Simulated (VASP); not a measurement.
# Nb (Im-3m) in VASP: single point with PBE

Aim: the single point of Nb with PBE.

Everything below comes from runs of VASP 6.6.1. Logs are shortened: lines on timing, memory, paths and dates and some standing lists are left out, and cuts for length are marked.

## (1) The cell of the first run

The structure is cubic, space group Im-3m (No. 229). The conventional cell has a = 3.311 Å, b = 3.311 Å, c = 3.311 Å, α = 90.00°, β = 90.00°, γ = 90.00°. Nb (site symmetry m-3m) has 14 Nb at 2.87 to 3.31 Å within 3.8 Å.

## (2) Single point, PBE

INCAR

```
PREC     = Accurate       # precision mode
ENCUT    = 520            # plane-wave cutoff, eV
EDIFF    = 1E-6           # SCF threshold, eV
ISMEAR   = 0              # smearing method
SIGMA    = 0.1            # smearing width, eV
LREAL    = F              # projectors in reciprocal space
LASPH    = T              # aspherical terms in the spheres
NELM     = 100            # most SCF steps
ALGO     = Normal         # electronic algorithm
ISIF     = 2              # what is computed and relaxed
LWAVE    = F              # write WAVECAR
LCHARG   = T              # write CHGCAR
GGA      = PE             # functional
LELF     = T              # ELF
LVHAR    = T            
NBANDS   = 12             # bands
```

KPOINTS

```
Automatic mesh
0
Gamma
  18 18 18
```

POSCAR

```
Nb
1.0
   -1.6555580006      1.6555580006      1.6555580006
    1.6555580006     -1.6555580006      1.6555580006
    1.6555580006      1.6555580006     -1.6555580006
Nb
1
Direct
    0.0000000000      0.0000000000      0.0000000000
```

Potentials or basis: VASP PAW PBE potentials, release 64 (Nb_sv).

Run with:

```console
cat potpaw_PBE.64/Nb_sv/POTCAR > POTCAR
mpirun -np 1 vasp_std > vasp.out
```

OUTCAR:

```text
PREC = Accurate
   ENCUT = 520
   EDIFF = 1E-6
   ISMEAR = 0
   LREAL = F
   LASPH = T
   NELM = 100
   ISIF = 2
   GGA = PE

 ion  position               nearest neighbor table
   1  0.000  0.000  0.000-

  LATTYP: Found a body centered cubic cell.
 ALAT       =     3.3111160012

  Lattice vectors:

 A1 = (  -1.6555580006,   1.6555580006,   1.6555580006)
 A2 = (   1.6555580006,  -1.6555580006,   1.6555580006)
 A3 = (   1.6555580006,   1.6555580006,  -1.6555580006)

Analysis of symmetry for initial positions (statically):
=====================================================================
 Subroutine PRICEL returns:
 Original cell was already a primitive cell.

 Routine SETGRP: Setting up the symmetry group for a
 body centered cubic supercell.

 Subroutine GETGRP returns: Found 48 space group operations
 (whereof 48 operations were pure point group operations)
 out of a pool of 48 trial point group operations.

The static configuration has the point symmetry O_h .

Analysis of symmetry for dynamics (positions and initial velocities):
=====================================================================
 Subroutine PRICEL returns:
 Original cell was already a primitive cell.

 Routine SETGRP: Setting up the symmetry group for a
 body centered cubic supercell.

 Subroutine GETGRP returns: Found 48 space group operations
 (whereof 48 operations were pure point group operations)
 out of a pool of 48 trial point group operations.

The dynamic configuration has the point symmetry O_h .

 Subroutine INISYM returns: Found 48 space group operations
 (whereof 48 operations are pure point group operations),
 and found     1 'primitive' translations

----------------------------------------------------------------------------------------

                                     Primitive cell

  volume of cell :      18.1507

  direct lattice vectors                    reciprocal lattice vectors
    -1.655558001  1.655558001  1.655558001     0.000000000  0.302012977  0.302012977
     1.655558001 -1.655558001  1.655558001     0.302012977  0.000000000  0.302012977
     1.655558001  1.655558001 -1.655558001     0.302012977  0.302012977  0.000000000

  length of vectors
     2.867510572  2.867510572  2.867510572     0.427110848  0.427110848  0.427110848

[... 83 lines left out ...]
   NFREE  =      0    steps in history (QN), initial steepest desc. (CG)
   ISIF   =      2    stress and relaxation
   ISYM   =      2    0-nonsym 1-usesym 2-fastsym
   POTIM  = 0.5000    time-step for ionic-motion
   TEBEG  =    0.0;   TEEND  =   0.0 temperature during run
   PSTRESS=    0.0 pullay stress
   NELECT =      13.0000    total number of electrons
   NUPDOWN=      -1.0000    fix difference up-down
   EMIN   =  10.00;   EMAX   =-10.00  energy-range for DOS
   EFERMI =   0.00;   METHOD = LEGACY
   ISMEAR =     0;   SIGMA  =   0.10  broadening in eV -4-tet -1-fermi 0-gaus
   EFERMI_NEDOS =   21; number of points for ismear=-14 and -15
   IALGO  =     38    algorithm
   IMIX   =      4    mixing-type and parameters
     AMIX     =   0.40;   BMIX     =  1.00
     AMIX_MAG =   1.60;   BMIX_MAG =  1.00
  volume/ion in A,a.u.               =      18.15       122.49
  Fermi-wavevector in a.u.,A,eV,Ry     =   1.464732  2.767942 29.190487  2.145440
  Thomas-Fermi vector in A             =   2.580673
   LORBIT       =      0    0 simple, 1 ext, 2 COOP (PROOUT), +10 PAW based schemes
   GGA     = PE    functional components
   LHFCALC =     F    Hartree Fock is set to
   AEXX    =    0.0000 exact exchange contribution
   IVDW    =     0    specifies the selected vdW correction
   LEPSILON=     F    determine dielectric tensor
   LRPA    =     F    only Hartree local field effects (RPA)
 non-spin polarized calculation
 Gauss-broadening in eV      SIGMA  =   0.10
  energy-cutoff  :      520.00
  volume of cell :       18.15
 maximum number of plane-waves:       500
 NGX is ok and might be reduce to    24
   NGX = 11   NGY = 11   NGZ = 11

 number of electron      13.0000000 magnetization

 Free energy of the ion-electron system (eV)
  ---------------------------------------------------
  ext. energy  EPLUGINS =         0.00000000
  ---------------------------------------------------
  free energy    TOTEN  =       -10.21982601 eV

  energy without entropy =      -10.21143530  energy(sigma->0) =      -10.21563065

 E-fermi :  11.0522     XC(G=0): -12.4611

 val. band max:       11.0459977459   @ k =   0.3333   0.2222   0.0000
 cond. band min:      11.0582325770   @ k =   0.2778   0.0556   0.0000
 fundamental gap:      0.0122348310
 Fermi energy:        11.0521648625

 k-point     1 :       0.0000    0.0000    0.0000
  band No.  band energies     occupation
      1     -43.3099      2.00000
      2     -18.6230      2.00000
      3     -18.6230      2.00000
      4     -18.6230      2.00000
      5       5.1399      2.00000
      6      11.4388      0.00000
      7      11.4388      0.00000
      8      11.4388      0.00000
      9      14.3229      0.00000
     10      14.3229      0.00000
     11      25.2704      0.00000
     12      25.2704      0.00000
[... 331 lines left out ...]
 k-point    24 :       0.3889    0.1111    0.0000
  band No.  band energies     occupation
      1     -43.0721      2.00000
      2     -19.8645      2.00000
      3     -19.0788      2.00000
      4     -18.6922      2.00000
      5       7.7625      2.00000
      6       9.5667      2.00000
      7      12.1596      0.00000
      8      14.2069      0.00000
      9      15.2748      0.00000
     10      17.7364      0.00000
     11      22.8834      0.00000
     12      23.5902      0.00000

 [... further k-points ...]

------------------------ aborting loop because EDIFF is reached ----------------------------------------

  FORCE on cell =-STRESS in cart. coord.  units (eV):
  Direction    XX          YY          ZZ          XY          YZ          ZX
  --------------------------------------------------------------------------------------
  -------------------------------------------------------------------------------------
  Total       -0.0360152     -0.0360152     -0.0360152      0.0000000      0.0000000      0.0000000
  in kB       -3.1790921     -3.1790921     -3.1790921      0.0000000      0.0000000      0.0000000
  external PRESSURE =      -3.1790921 kB  Pullay stress =       0.0000000 kB

 VOLUME and BASIS-vectors are now :
 -----------------------------------------------------------------------------
  energy-cutoff  :      520.00
  volume of cell :       18.15
      direct lattice vectors                 reciprocal lattice vectors
    -1.655558001  1.655558001  1.655558001     0.000000000  0.302012977  0.302012977
     1.655558001 -1.655558001  1.655558001     0.302012977  0.000000000  0.302012977
     1.655558001  1.655558001 -1.655558001     0.302012977  0.302012977  0.000000000

 POSITION                                       TOTAL-FORCE (eV/Angst)
 -----------------------------------------------------------------------------------
      0.00000      0.00000      0.00000         0.000000      0.000000      0.000000
 -----------------------------------------------------------------------------------
    total drift:                                0.000000      0.000000      0.000000

  FREE ENERGIE OF THE ION-ELECTRON SYSTEM (eV)
  ---------------------------------------------------
  free  energy   TOTEN  =       -10.2198260125 eV

  energy  without entropy=      -10.2114352956  energy(sigma->0) =      -10.21563065
```

OSZICAR:

```text
N       E                     dE             d eps       ncg     rms          rms(c)
DAV:   1     0.117463181451E+03    0.11746E+03   -0.72837E+03  4704   0.108E+03
DAV:   2    -0.596686203841E+01   -0.12343E+03   -0.11901E+03  5096   0.392E+02
DAV:   3    -0.103814486662E+02   -0.44146E+01   -0.42192E+01  6808   0.649E+01
DAV:   4    -0.106400064552E+02   -0.25856E+00   -0.25720E+00  6476   0.144E+01
DAV:   5    -0.106501643455E+02   -0.10158E-01   -0.10155E-01  6796   0.239E+00    0.704E+00
DAV:   6    -0.102590469621E+02    0.39112E+00   -0.59732E-01  7492   0.983E+00    0.246E+00
DAV:   7    -0.102144000169E+02    0.44647E-01   -0.18195E-01  7712   0.539E+00    0.956E-01
DAV:   8    -0.102197660138E+02   -0.53660E-02   -0.12207E-02  5616   0.145E+00    0.478E-02
DAV:   9    -0.102198159192E+02   -0.49905E-04   -0.10123E-03  7520   0.314E-01    0.417E-02
DAV:  10    -0.102198331022E+02   -0.17183E-04   -0.27412E-05  5548   0.686E-02    0.148E-02
DAV:  11    -0.102198262440E+02    0.68581E-05   -0.54279E-06  6176   0.397E-02    0.261E-03
DAV:  12    -0.102198260125E+02    0.23150E-06   -0.16672E-07  3220   0.563E-03
   1 F= -.10219826E+02 E0= -.10215631E+02  d E =-.839072E-02
```

stdout:

```text
POSCAR found type information on POSCAR Nb
 POSCAR found :  1 types and       1 ions
 scaLAPACK will be used
 LDA part: xc-table for (Slater+PW92), standard interpolation
 POSCAR, INCAR and KPOINTS ok, starting setup
 FFT: planning ... GRIDC
 FFT: planning ... GRID_SOFT
 FFT: planning ... GRID
 WAVECAR not read
 entering main loop
```

Wall time 42 s (1 thread of Intel Xeon 8259CL, shared host); peak memory 0.17 GiB.

Results:

```
Free energy            : -10.2198 eV
Pressure               : -0.3 GPa
Band gap on the k mesh : zero (an odd number of electrons rules out a gap without spin polarisation)
```
